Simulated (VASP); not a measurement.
Set up this calculation in VASP 6.6.1, as the native input.

```
Task                   : single point
Functional             : r2SCAN
Dispersion             : D3(BJ)
Potentials or basis    : VASP PAW PBE potentials, release 64 (Sr_sv, V_sv, O)
Cutoff                 : 520 eV
k mesh                 : 8 × 8 × 8
Occupations            : gaussian, width 0.05 eV
Spin                   : collinear spin, ferromagnetic start
Starting moments       : [0.0, 1.0, 0.0, 0.0, 0.0] μB
Dipole correction      : no
Further INCAR settings : ALGO = Normal; EDIFF = 1e-06; NBANDS = 32
```

The system is SrVO3.

```
CELL_PARAMETERS angstrom
3.84038 0.00000 0.00000
0.00000 3.84038 0.00000
0.00000 0.00000 3.84038
ATOMIC_POSITIONS crystal
Sr 0.50000 0.50000 0.50000
V 0.00000 0.00000 0.00000
O 0.50000 0.00000 0.00000
O 0.00000 0.50000 0.00000
O 0.00000 0.00000 0.50000
```

One way to write it, as run:

POSCAR

```
SrVO3
1.0
    3.8403766576      0.0000000000      0.0000000000
    0.0000000000      3.8403766576      0.0000000000
    0.0000000000      0.0000000000      3.8403766576
Sr V O
1 1 3
Direct
    0.5000000000      0.5000000000      0.5000000000
    0.0000000000      0.0000000000      0.0000000000
    0.5000000000      0.0000000000      0.0000000000
    0.0000000000      0.5000000000      0.0000000000
    0.0000000000      0.0000000000      0.5000000000
```

INCAR.step1

```
SYSTEM = SrVO3
PREC = Accurate
ENCUT = 520
ISMEAR = 0
SIGMA = 0.05
LREAL = .False.
LASPH = .True.
NELM = 150
ISPIN = 2
MAGMOM = 0 1 0 0 0
LMAXMIX = 4
NBANDS = 32
GGA = PE
ALGO = Normal
EDIFF = 1E-4
LWAVE = .True.
LCHARG = .False.
```

INCAR.step2

```
SYSTEM = SrVO3
PREC = Accurate
ENCUT = 520
EDIFF = 1E-6
ISMEAR = 0
SIGMA = 0.05
LREAL = .False.
LASPH = .True.
NELM = 150
ALGO = Normal
ISIF = 2
LWAVE = .False.
LCHARG = .True.
ISPIN = 2
MAGMOM = 0 1 0 0 0
LORBIT = 11
LMAXMIX = 4
METAGGA = R2SCAN
LMIXTAU = .True.
IVDW = 12
VDW_S6 = 1.0
VDW_S8 = 0.78981345
VDW_A1 = 0.49484001
VDW_A2 = 5.73083694
LELF = .True.
LVHAR = .True.
NBANDS = 32
ISTART = 1
```

KPOINTS

```
regular mesh
0
Gamma
  8 8 8
  0 0 0
```

Potentials or basis: VASP PAW PBE potentials, release 64 (Sr_sv, V_sv, O).

The run is started by

```console
$ cat potpaw_PBE.64/Sr_sv/POTCAR potpaw_PBE.64/V_sv/POTCAR potpaw_PBE.64/O/POTCAR > POTCAR
$ cp INCAR.step1 INCAR
$ mpirun -np 1 vasp_std > vasp.out
$ cp INCAR.step2 INCAR
$ mpirun -np 1 vasp_std > vasp.out
```

It gave:

| Property | Result |
| --- | --- |
| Pressure | -2.8 GPa |
| Net moment | 0.16 μB per cell |
| Site moments | Sr -0.00; V +0.15; O -0.00 μB |
| Valence electrons inside the program's atomic spheres | Sr 8.09; V 11.52; O 5.08 |
| Dispersion energy per atom | -0.127 eV |

Caveat: the PAW data sets were made with another functional, which shifts forces and pressure a little.

Run time: 3.2 min on 1 thread of Intel(R) Xeon(R) 6975P-C (Granite Rapids) (shared host), peak memory 0.27 GiB.
